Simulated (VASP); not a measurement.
Wanted: the native input for a VASP 6.6.1 run.

```yaml
Task: G0W0 quasiparticle levels
Functional: PBE
Potentials_or_basis: VASP PAW PBE potentials, release 64 (Cs_sv_GW, I_GW)
Cutoff: 500 eV
k_mesh: 4 × 4 × 4
Occupations: gaussian, width 0.01 eV
Spin: no spin polarisation
Dipole_correction: no
GW_scheme: G0W0
GW_iterations: 1
Cutoff_of_the_response_function: 120
Frequency_points: 48
Empty_bands: 292
Further_INCAR_settings: ALGO = EVGW0; EDIFF = 1e-08; NBANDS = 300
```

CsI:

```xyz
2
Lattice="4.6081 0.0000 0.0000 0.0000 4.6081 0.0000 0.0000 0.0000 4.6081" Properties=species:S:1:pos:R:3 pbc="T T T"
Cs    0.0000    0.0000    0.0000
I     2.3041    2.3041    2.3041
```

The input as run:

POSCAR

```
CsI
1.0
    4.6081396334      0.0000000000      0.0000000000
    0.0000000000      4.6081396334      0.0000000000
    0.0000000000      0.0000000000      4.6081396334
Cs I
1 1
Direct
    0.0000000000      0.0000000000      0.0000000000
    0.5000000000      0.5000000000      0.5000000000
```

INCAR.step1

```
PREC     = Accurate       # precision mode
ENCUT    = 500            # plane-wave cutoff, eV
EDIFF    = 1E-8           # SCF threshold, eV
ISMEAR   = 0              # smearing method
SIGMA    = 0.01           # smearing width, eV
LREAL    = F              # projectors in reciprocal space
LASPH    = T              # aspherical terms in the spheres
NELM     = 100            # most SCF steps
ALGO     = Normal         # electronic algorithm
LWAVE    = T              # write WAVECAR
LCHARG   = F              # write CHGCAR
GGA      = PE             # functional
```

INCAR.step2

```
PREC     = Accurate       # precision mode
ENCUT    = 500            # plane-wave cutoff, eV
EDIFF    = 1E-8           # SCF threshold, eV
ISMEAR   = 0              # smearing method
SIGMA    = 0.01           # smearing width, eV
LREAL    = F              # projectors in reciprocal space
LASPH    = T              # aspherical terms in the spheres
NELM     = 1              # most SCF steps
ALGO     = Exact          # electronic algorithm
LWAVE    = T              # write WAVECAR
LCHARG   = F              # write CHGCAR
GGA      = PE             # functional
NBANDS   = 300            # bands
LOPTICS  = T              # frequency-dependent dielectric function
ISTART   = 1
```

INCAR.step3

```
PREC     = Accurate       # precision mode
ENCUT    = 500            # plane-wave cutoff, eV
EDIFF    = 1E-8           # SCF threshold, eV
ISMEAR   = 0              # smearing method
SIGMA    = 0.01           # smearing width, eV
LREAL    = F              # projectors in reciprocal space
LASPH    = T              # aspherical terms in the spheres
ALGO     = EVGW0          # electronic algorithm
LWAVE    = F              # write WAVECAR
LCHARG   = F              # write CHGCAR
GGA      = PE             # functional
NELMGW   = 1            
NBANDS   = 300            # bands
ENCUTGW  = 120.0          # cutoff of the response function
NOMEGA   = 48             # frequency points
PRECFOCK = Fast         
ISTART   = 1            
NBANDSGW = 16
```

KPOINTS

```
Automatic mesh
0
Gamma
  4 4 4
```

Potentials or basis: VASP PAW PBE potentials, release 64 (Cs_sv_GW, I_GW).

Launch:

```console
$ cat potpaw_PBE.64/Cs_sv_GW/POTCAR potpaw_PBE.64/I_GW/POTCAR > POTCAR
$ cp INCAR.step1 INCAR
$ mpirun -np 1 vasp_std > vasp.out
$ cp INCAR.step2 INCAR
$ mpirun -np 1 vasp_std > vasp.out
$ cp INCAR.step3 INCAR
$ mpirun -np 1 vasp_std > vasp.out
```

It gave:

```json
{"Quasiparticle gap": "5.78 eV", "Least direct quasiparticle gap": "5.87 eV", "Band gap of the starting levels on the mesh": "3.79 eV", "Least direct gap of the starting levels on the mesh": "3.88 eV"}
```

Caveat: bands, screening cutoff and mesh are small and nothing is extrapolated, so the quasiparticle values aren't converged; spin-orbit coupling is left out, which moves the levels of the heavy elements.

Run time: 26 min on 1 thread of Intel Xeon 8259CL, with other jobs on the host, peak memory 1.6 GiB.
